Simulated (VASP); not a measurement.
# W (C2/m) in VASP: a series of runs

Runs on W. Level: PBEsol. Tasks: single point.

Everything below comes from runs of VASP 6.6.1. Logs are shortened: lines on timing, memory, paths and dates and some standing lists are left out, and cuts for length are marked.

## (1) The cell of the first run

It takes space group C2/m (No. 12, monoclinic). The conventional cell has a = 4.060 Å, b = 4.060 Å, c = 12.297 Å, α = 90.00°, β = 97.91°, γ = 90.00°. Within 2.7 Å of W (site symmetry m) lie 1 W at 2.06 Å. Within 3.8 Å of W (site symmetry m) lie 12 W at 2.87 Å. W (site symmetry m) has 12 W at 2.87 Å within 3.8 Å.

## (2) Single point, PBEsol

Contents of INCAR:

```
SYSTEM = W
PREC = Accurate
ENCUT = 520
EDIFF = 1E-6
ISMEAR = 0
SIGMA = 0.15
LREAL = .FALSE.
LASPH = .TRUE.
NELM = 60
ALGO = Fast
ISIF = 2
LWAVE = .FALSE.
LCHARG = .FALSE.
GGA = PS
NBANDS = 51
```

Contents of KPOINTS:

```
regular mesh
0
G
  16 16 4
  0 0 0
```

Contents of POSCAR:

```
W
1.0
   -2.0300000000     -2.0300000000      0.0000000000
    2.0300000000     -2.0300000000      0.0000000000
   -1.6918020000      0.0000000000     12.1800000000
W
6
Direct
   -0.3819680550      0.3819680550      0.9166500000
    0.4652819450      0.5347180550      0.0833166667
   -0.1041680550      0.1041680550      0.2499833333
    0.3263819450      0.6736180550      0.4166500000
   -0.2430680550      0.2430680550      0.5833166667
    0.1874819450      0.8125180550      0.7499833333
```

Potentials or basis: VASP PAW PBE potentials, release 64 (W_sv).

The run is started by

```console
> cat potpaw_PBE.64/W_sv/POTCAR > POTCAR
> mpirun -np 1 vasp_std > vasp.out
```

OUTCAR:

```text
SYSTEM = W
   PREC = Accurate
   ENCUT = 520
   EDIFF = 1E-6
   ISMEAR = 0
   LREAL = .FALSE.
   LASPH = .TRUE.
   NELM = 60
   ISIF = 2
   GGA = PS

 ion  position               nearest neighbor table
   1  0.618  0.382  0.917-   2 2.06   6 2.87   6 2.87   6 2.87   6 2.87   2 3.33   2 3.33
   2  0.465  0.535  0.083-   1 2.06   3 2.87   3 2.87   3 2.87   3 2.87   1 3.33   1 3.33
   3  0.896  0.104  0.250-   2 2.87   2 2.87   2 2.87   2 2.87   4 2.87   4 2.87   4 2.87   4 2.87

   4  0.326  0.674  0.417-   3 2.87   5 2.87   3 2.87   3 2.87   5 2.87   5 2.87   3 2.87   5 2.87

   5  0.757  0.243  0.583-   6 2.87   6 2.87   6 2.87   6 2.87   4 2.87   4 2.87   4 2.87   4 2.87

   6  0.187  0.813  0.750-   5 2.87   5 2.87   5 2.87   5 2.87   1 2.87   1 2.87   1 2.87   1 2.87

  LATTYP: Found a base centered monoclinic cell.
 ALAT       =     4.0600000000
 B/A-ratio  =     1.0000000000
 C/A-ratio  =     3.0288015600
 COS(beta)  =    -0.1375791684

  Lattice vectors:

 A1 = (   2.0300000000,  -2.0300000000,   0.0000000000)
 A2 = (   2.0300000000,   2.0300000000,   0.0000000000)
 A3 = (  -1.6918020000,   0.0000000000,  12.1800000000)

Analysis of symmetry for initial positions (statically):
=====================================================================
 Subroutine PRICEL returns:
 Original cell was already a primitive cell.

 Routine SETGRP: Setting up the symmetry group for a
 base centered monoclinic supercell.

 Subroutine GETGRP returns: Found  4 space group operations
 (whereof  2 operations were pure point group operations)
 out of a pool of  4 trial point group operations.

The static configuration has the point symmetry C_1h.
 The point group associated with its full space group is C_2h.

Analysis of symmetry for dynamics (positions and initial velocities):
=====================================================================
 Subroutine PRICEL returns:
 Original cell was already a primitive cell.

 Routine SETGRP: Setting up the symmetry group for a
 base centered monoclinic supercell.

 Subroutine GETGRP returns: Found  4 space group operations
 (whereof  2 operations were pure point group operations)
 out of a pool of  4 trial point group operations.

The dynamic configuration has the point symmetry C_1h.
 The point group associated with its full space group is C_2h.

 Subroutine INISYM returns: Found  4 space group operations
 (whereof  2 operations are pure point group operations),
 and found     1 'primitive' translations

----------------------------------------------------------------------------------------

                                     Primitive cell

  volume of cell :     100.3851

  direct lattice vectors                    reciprocal lattice vectors
    -2.030000000 -2.030000000  0.000000000    -0.246305419 -0.246305419 -0.034211823
     2.030000000 -2.030000000  0.000000000     0.246305419 -0.246305419  0.034211823
    -1.691802000  0.000000000 12.180000000     0.000000000  0.000000000  0.082101806

  length of vectors
     2.870853532  2.870853532 12.296934334     0.350004525  0.350004525  0.082101806

  position of ions in fractional coordinates (direct lattice)
     0.618031945  0.381968055  0.916650000
     0.465281945  0.534718055  0.083316667
     0.895831945  0.104168055  0.249983333
     0.326381945  0.673618055  0.416650000
     0.756931945  0.243068055  0.583316667
     0.187481945  0.812518055  0.749983333

  ion indices of the primitive-cell ions
   primitive index   ion index
                 1           1
                 2           2
                 3           3
                 4           4
                 5           5
                 6           6

----------------------------------------------------------------------------------------

 KPOINTS: regular mesh

Automatic generation of k-mesh.
 Grid dimensions read from file:
 generate k-points for:   16   16    4

 Generating k-lattice:

  Cartesian coordinates                     Fractional coordinates (reciprocal lattice)
    -0.015394089 -0.015394089 -0.002138239     0.062500000  0.000000000 -0.000000000
     0.015394089 -0.015394089  0.002138239     0.000000000  0.062500000  0.000000000
     0.000000000  0.000000000  0.020525452     0.000000000  0.000000000  0.250000000

  Length of vectors
     0.021875283  0.021875283  0.020525452

  Shift w.r.t. Gamma in fractional coordinates (k-lattice)
     0.000000000  0.000000000  0.000000000

 Subroutine IBZKPT returns following result:
 ===========================================

 Found    282 irreducible k-points:

 Following reciprocal coordinates:
            Coordinates               Weight
  0.000000  0.000000  0.000000      1.000000
  0.062500  0.000000 -0.000000      4.000000
  0.125000  0.000000 -0.000000      4.000000
  0.187500  0.000000 -0.000000      4.000000
  0.250000  0.000000 -0.000000      4.000000
  0.312500  0.000000 -0.000000      4.000000
[... 16 lines left out ...]
[... 37 lines left out ...]
   EFERMI_NEDOS =   21; number of points for ismear=-14 and -15
   IALGO  =     68    algorithm
   IMIX   =      4    mixing-type and parameters
     AMIX     =   0.40;   BMIX     =  1.00
     AMIX_MAG =   1.60;   BMIX_MAG =  1.00
  volume/ion in A,a.u.               =      16.73       112.91
  Fermi-wavevector in a.u.,A,eV,Ry     =   1.542688  2.915258 32.380324  2.379887
  Thomas-Fermi vector in A             =   2.648457
   LORBIT       =      0    0 simple, 1 ext, 2 COOP (PROOUT), +10 PAW based schemes
   GGA     = PS    functional components
   LHFCALC =     F    Hartree Fock is set to
   AEXX    =    0.0000 exact exchange contribution
   IVDW    =     0    specifies the selected vdW correction
   LEPSILON=     F    determine dielectric tensor
   LRPA    =     F    only Hartree local field effects (RPA)
 non-spin polarized calculation
 RMM-DIIS sequential band-by-band and
 Gauss-broadening in eV      SIGMA  =   0.15
  energy-cutoff  :      520.00
  volume of cell :      100.39
 maximum number of plane-waves:      2736
 NGX is ok and might be reduce to    24
   NGX = 11   NGY = 11   NGZ = 45

 number of electron      83.9999994 magnetization

 Free energy of the ion-electron system (eV)
  ---------------------------------------------------
  ext. energy  EPLUGINS =         0.00000000
  ---------------------------------------------------
  free energy    TOTEN  =       -76.82758416 eV

  energy without entropy =      -76.74773038  energy(sigma->0) =      -76.78765727

 E-fermi :  10.0436     XC(G=0): -13.3895

 val. band max:       10.0431838816   @ k =  -0.2500   0.0625   0.5000
 cond. band min:      10.0446225058   @ k =   0.1250   0.1250   0.5000
 fundamental gap:      0.0014386243
 Fermi energy:        10.0435909866

 k-point     1 :       0.0000    0.0000    0.0000
  band No.  band energies     occupation
      1     -63.7819      2.00000
      2     -63.6657      2.00000
      3     -63.6575      2.00000
      4     -63.4957      2.00000
      5     -63.4327      2.00000
      6     -63.0900      2.00000
[... 43 lines left out ...]
     50      13.0788      0.00000
     51      13.1494      0.00000

 k-point     2 :       0.0625    0.0000   -0.0000
  band No.  band energies     occupation
      1     -63.7803      2.00000
      2     -63.6643      2.00000
      3     -63.6563      2.00000
      4     -63.4941      2.00000
      5     -63.4323      2.00000
      6     -63.0889      2.00000
[... 43 lines left out ...]
     50      12.8710      0.00000
     51      13.0402      0.00000

 k-point     3 :       0.1250    0.0000   -0.0000
  band No.  band energies     occupation
      1     -63.7756      2.00000
      2     -63.6601      2.00000
      3     -63.6528      2.00000
      4     -63.4894      2.00000
      5     -63.4310      2.00000
      6     -63.0857      2.00000
[... 43 lines left out ...]
     50      12.6482      0.00000
     51      13.0006      0.00000
[... 1027 lines left out ...]
 k-point    23 :      -0.1250    0.0625    0.0000
  band No.  band energies     occupation
      1     -63.7741      2.00000
      2     -63.6588      2.00000
      3     -63.6516      2.00000
      4     -63.4879      2.00000
      5     -63.4305      2.00000
      6     -63.0846      2.00000
[... 43 lines left out ...]
     50      12.5255      0.00000
     51      12.8106      0.00000

 k-point    24 :      -0.0625    0.0625    0.0000
  band No.  band energies     occupation
      1     -63.7787      2.00000
      2     -63.6629      2.00000
      3     -63.6551      2.00000
      4     -63.4925      2.00000
      5     -63.4318      2.00000
      6     -63.0878      2.00000
[... 43 lines left out ...]
     50      12.5693      0.00000
     51      12.9750      0.00000

 [... further k-points ...]

------------------------ aborting loop because EDIFF is reached ----------------------------------------

  FORCE on cell =-STRESS in cart. coord.  units (eV):
  Direction    XX          YY          ZZ          XY          YZ          ZX
  --------------------------------------------------------------------------------------
  -------------------------------------------------------------------------------------
  Total       -4.8991399     -5.5916209     13.7175101      0.0000000      0.0000000      4.3268300
  in kB      -78.1917733    -89.2439819    218.9356626      0.0000000      0.0000000     69.0575321
  external PRESSURE =      17.1666358 kB  Pullay stress =       0.0000000 kB

 VOLUME and BASIS-vectors are now :
 -----------------------------------------------------------------------------
  energy-cutoff  :      520.00
  volume of cell :      100.39
      direct lattice vectors                 reciprocal lattice vectors
    -2.030000000 -2.030000000  0.000000000    -0.246305419 -0.246305419 -0.034211823
     2.030000000 -2.030000000  0.000000000     0.246305419 -0.246305419  0.034211823
    -1.691802000  0.000000000 12.180000000     0.000000000  0.000000000  0.082101806

 POSITION                                       TOTAL-FORCE (eV/Angst)
 -----------------------------------------------------------------------------------
     -2.03000     -2.03000     11.16480        -2.209662      0.000000    -10.117293
     -0.00000     -2.03000      1.01480         2.209662      0.000000     10.117293
     -2.03000     -2.03000      3.04480         0.029769      0.000000      0.140466
     -0.00000     -2.03000      5.07480        -0.106546      0.000000      0.049317
     -2.03000     -2.03000      7.10480         0.106546      0.000000     -0.049317
      0.00000     -2.03000      9.13480        -0.029769      0.000000     -0.140466
 -----------------------------------------------------------------------------------
    total drift:                                0.000000      0.000000     -0.000001

  FREE ENERGIE OF THE ION-ELECTRON SYSTEM (eV)
  ---------------------------------------------------
  free  energy   TOTEN  =       -76.8275841601 eV

  energy  without entropy=      -76.7477303795  energy(sigma->0) =      -76.78765727
```

Wall time 25 min (1 thread of Intel Xeon Platinum 8488C (Sapphire Rapids), shared host); peak memory 0.93 GiB.

Results:

```yaml
Free_energy: -76.8276 eV
Pressure: 1.7 GPa
Largest_force: 10.356 eV/Å
Band_gap_on_the_k_mesh: zero (band 42 reaches 12.05 eV, above the bottom of band 43 at 9.61 eV)
```

Forces in eV/Å, atoms in the order of the input:
```
W    -2.210   0.000 -10.117
W     2.210   0.000  10.117
W     0.030   0.000   0.140
W    -0.107   0.000   0.049
W     0.107   0.000  -0.049
W    -0.030   0.000  -0.140
```

Stress tensor (GPa, compression positive):
```
-7.82  0.00  6.91
 0.00 -8.92  0.00
 6.91  0.00 21.89
```

Caveat: the PAW data sets were made with another functional, which shifts forces and pressure a little; spin-orbit coupling is left out, which moves the levels of the heavy elements.

## (3) Single point, PBEsol

Contents of INCAR:

```
PREC = Accurate
ENCUT = 520
EDIFF = 1E-6
ISMEAR = 0
SIGMA = 0.15
LREAL = False
LASPH = True
NELM = 80
ALGO = Fast
ISIF = 2
LWAVE = False
LCHARG = True
GGA = PS
LELF = True
LVHAR = True
NBANDS = 51
```

Contents of KPOINTS:

```
Automatic mesh
0
Gamma
  16 16 4
```

Contents of POSCAR:

```
W
1.0
   -2.0300000000     -2.0300000000      0.0000000000
    2.0300000000     -2.0300000000      0.0000000000
   -1.3531980000      0.0000000000     12.1800000000
W
6
Direct
   -0.3055194450      0.3055194450      0.9166500000
    0.4722305550      0.5277694450      0.0833166667
   -0.0833194450      0.0833194450      0.2499833333
    0.3611305550      0.6388694450      0.4166500000
   -0.1944194450      0.1944194450      0.5833166667
    0.2500305550      0.7499694450      0.7499833333
```

Potentials or basis: VASP PAW PBE potentials, release 64 (W_sv).

The run is started by

```console
> cat potpaw_PBE.64/W_sv/POTCAR > POTCAR
> mpirun -np 1 vasp_std > vasp.out
```

Wall time 23 min (1 thread of Intel Xeon 6975P-C, shared host); peak memory 0.95 GiB.

Results (log left out):

- Free energy: -77.7236 eV
- Pressure: -1.9 GPa
- Largest force: 7.345 eV/Å
- Band gap on the k mesh: zero (band 42 reaches 12.03 eV, above the bottom of band 43 at 9.69 eV)

Forces in eV/Å, atoms in the order of the input:
```
W   -2.999  0.000 -6.705
W    2.999  0.000  6.705
W   -0.026  0.000  0.492
W   -0.144  0.000  0.017
W    0.144  0.000 -0.017
W    0.026  0.000 -0.492
```

Stress tensor (GPa, compression positive):
```
 -7.94   0.00   8.53
  0.00 -10.09   0.00
  8.53   0.00  12.43
```

Levels at points of the mesh, in eV from the Fermi level:
```tsv
k point	band 39	band 40	band 41	band 42	band 43	band 44	band 45	band 46
(0.00, 0.00, 0.00)	-0.25	-0.20	-0.13	0.24	0.52	0.99	1.50	1.64
(0.50, 0.00, 0.00)	-0.73	-0.63	-0.41	-0.14	-0.05	0.12	0.19	0.53
(0.50, 0.50, 0.00)	-0.35	-0.19	1.63	1.94	2.19	2.32	2.94	3.90
(0.00, 0.00, 0.50)	-0.37	-0.05	0.27	0.45	0.57	0.80	1.14	1.96
(0.50, 0.00, 0.50)	-0.93	-0.57	-0.51	-0.45	-0.12	0.12	0.25	0.72
(0.50, 0.50, 0.50)	-0.12	0.55	1.60	1.75	2.17	2.20	3.19	4.00
```

Caveat: the PAW data sets were made with another functional, which shifts forces and pressure a little; spin-orbit coupling is left out, which moves the levels of the heavy elements.

## (4) Single point, PBEsol

Contents of INCAR:

```
SYSTEM = W
ALGO = Fast
EDIFF = 1E-7
ENCUT = 520
GGA = PS
ISIF = 2
ISMEAR = 0
LASPH = .True.
LCHARG = .False.
LREAL = .False.
LWAVE = .False.
NBANDS = 51
NELM = 80
PREC = Accurate
SIGMA = 0.15
```

Contents of KPOINTS:

```
k-points
0
Gamma
  16 16 4
  0 0 0
```

Contents of POSCAR:

```
W
1.0
   -2.0300000000     -2.0300000000      0.0000000000
    2.0300000000     -2.0300000000      0.0000000000
   -0.3381980000      0.0000000000     12.1800000000
W
6
Direct
   -0.0763569450      0.0763569450      0.9166500000
    0.4930597217      0.5069402783      0.0833166667
   -0.0208236117      0.0208236117      0.2499833333
    0.4652930550      0.5347069450      0.4166500000
   -0.0485902783      0.0485902783      0.5833166667
    0.4375263883      0.5624736117      0.7499833333
```

The run is started by

```console
> cat potpaw_PBE.64/W_sv/POTCAR > POTCAR
> mpirun -np 1 vasp_std > vasp.out
```

It took 26 min on 1 thread of Intel Xeon Platinum 8259CL at 2.50GHz (Skylake/Cascade Lake), shared host; peak memory 0.94 GiB.

The run converged. Its results:

```
Free energy            : -79.7170 eV
Pressure               : -11.4 GPa
Largest force          : 0.560 eV/Å
Band gap on the k mesh : zero (band 42 reaches 12.25 eV, above the bottom of band 43 at 9.67 eV)
```

Forces on the atoms (eV/Å):
```
W   -0.525  0.000  0.195
W    0.525  0.000 -0.195
W   -0.195  0.000  0.150
W   -0.102  0.000  0.045
W    0.102  0.000 -0.045
W    0.195  0.000 -0.150
```

Stress tensor (GPa, compression positive):
```
-12.51   0.00  -1.53
  0.00 -10.77   0.00
 -1.53   0.00 -10.99
```

Levels at points of the mesh, in eV from the Fermi level:
```
           k point  band 38  band 39  band 40  band 41  band 42  band 43  band 44  band 45  band 46  band 47
(0.00, 0.00, 0.00)    -0.38     0.08     0.08     0.25     0.36     0.40     0.62     0.85     0.95     2.39
(0.50, 0.00, 0.00)    -1.04    -0.55    -0.52    -0.40    -0.35    -0.27    -0.06     0.02     0.28     0.81
(0.50, 0.50, 0.00)    -0.30    -0.30    -0.29     2.08     2.14     2.22     2.23     2.93     3.08     4.77
(0.00, 0.00, 0.50)    -0.32    -0.31    -0.15    -0.06    -0.06     1.36     1.47     1.51     1.69     1.80
(0.50, 0.00, 0.50)    -1.07    -0.92    -0.92    -0.68    -0.55     0.11     0.14     0.28     0.34     0.46
(0.50, 0.50, 0.50)    -1.95     1.06     1.10     1.61     1.63     1.71     1.73     3.87     4.00     4.00
```

Caveat: the PAW data sets were made with another functional, which shifts forces and pressure a little; spin-orbit coupling is left out, which moves the levels of the heavy elements.

## (5) Single point, PBEsol

Contents of INCAR:

```
SYSTEM = W
PREC = Accurate
ENCUT = 520
EDIFF = 1E-7
ISMEAR = 0
SIGMA = 0.15
LREAL = .FALSE.
LASPH = .TRUE.
NELM = 80
ALGO = Fast
ISIF = 2
LWAVE = .FALSE.
LCHARG = .FALSE.
GGA = PS
NBANDS = 51
```

Contents of KPOINTS:

```
Automatic mesh
0
G
  16 16 4
  0 0 0
```

Contents of POSCAR:

```
W
1.0
   -2.0300000000     -2.0300000000      0.0000000000
    2.0300000000     -2.0300000000      0.0000000000
   -1.0150000000      0.0000000000     12.1800000000
W
6
Direct
   -0.2291625000      0.2291625000      0.9166500000
    0.4791708333      0.5208291667      0.0833166667
   -0.0624958333      0.0624958333      0.2499833333
    0.3958375000      0.6041625000      0.4166500000
   -0.1458291667      0.1458291667      0.5833166667
    0.3125041667      0.6874958333      0.7499833333
```

The run is started by

```console
> cat potpaw_PBE.64/W_sv/POTCAR > POTCAR
> mpirun -np 1 vasp_std > vasp.out
```

Wall time 36 min (1 thread of Intel Xeon 6975P-C, shared host); peak memory 0.95 GiB.

It converged, with:

```yaml
Free_energy: -78.7034 eV
Pressure: -5.7 GPa
Largest_force: 4.281 eV/Å
Band_gap_on_the_k_mesh: zero (band 42 reaches 12.09 eV, above the bottom of band 43 at 9.72 eV)
```

Forces on the atoms (eV/Å):
```
W   -2.936  0.000 -3.116
W    2.936  0.000  3.116
W   -0.072  0.000  0.675
W   -0.180  0.000  0.072
W    0.180  0.000 -0.072
W    0.072  0.000 -0.675
```

Stress tensor (GPa, compression positive):
```
 -9.67   0.00   7.06
  0.00 -10.57   0.00
  7.06   0.00   3.03
```

Levels at points of the mesh, in eV from the Fermi level:
```csv
k point,band 38,band 39,band 40,band 41,band 42,band 43,band 44,band 45,band 46,band 47
"(0.00, 0.00, 0.00)",-0.33,-0.28,-0.17,0.14,0.20,0.49,0.86,1.30,1.46,2.14
"(0.50, 0.00, 0.00)",-1.03,-0.63,-0.60,-0.46,-0.15,-0.13,0.12,0.13,0.70,0.86
"(0.50, 0.50, 0.00)",-0.35,-0.29,-0.28,1.65,1.97,2.19,2.28,2.91,3.68,4.38
"(0.00, 0.00, 0.50)",-0.58,-0.33,-0.13,0.13,0.36,0.94,1.02,1.34,1.87,1.94
"(0.50, 0.00, 0.50)",-1.02,-0.95,-0.69,-0.57,-0.48,-0.06,0.11,0.28,0.71,0.84
"(0.50, 0.50, 0.50)",-1.65,0.23,0.74,1.57,1.67,2.04,2.07,3.38,3.99,4.06
```

Caveat: the PAW data sets were made with another functional, which shifts forces and pressure a little; spin-orbit coupling is left out, which moves the levels of the heavy elements.

## (6) The runs side by side

```csv
cell,further INCAR settings,gap on the mesh (eV),pressure (GPa),largest force (eV/Å)
"a = 2.871, b = 2.871, c = 12.297 Å, angles 95.6, 84.4, 90.0°, 6 atoms",ALGO = Fast; EDIFF = 1e-06; NBANDS = 51,none,1.7,10.36
"a = 2.871, b = 2.871, c = 12.255 Å, angles 94.5, 85.5, 90.0°, 6 atoms",ALGO = Fast; EDIFF = 1e-06; NBANDS = 51,none,-1.9,7.34
"a = 2.871, b = 2.871, c = 12.185 Å, angles 91.1, 88.9, 90.0°, 6 atoms",ALGO = Fast; EDIFF = 1e-07; NBANDS = 51,none,-11.4,0.56
"a = 2.871, b = 2.871, c = 12.222 Å, angles 93.4, 86.6, 90.0°, 6 atoms",ALGO = Fast; EDIFF = 1e-07; NBANDS = 51,none,-5.7,4.28
```

Alike in all rows: task single point; level PBEsol; potentials or basis VASP PAW PBE potentials, release 64 (W_sv); no spin polarisation; k mesh 16 × 16 × 4; cutoff (eV) 520; smearing gaussian 0.15 eV.

Caveats: the PAW data sets were made with another functional, which shifts forces and pressure a little; spin-orbit coupling is left out, which moves the levels of the heavy elements.

Absolute energies hang on the potentials; compare differences alone.
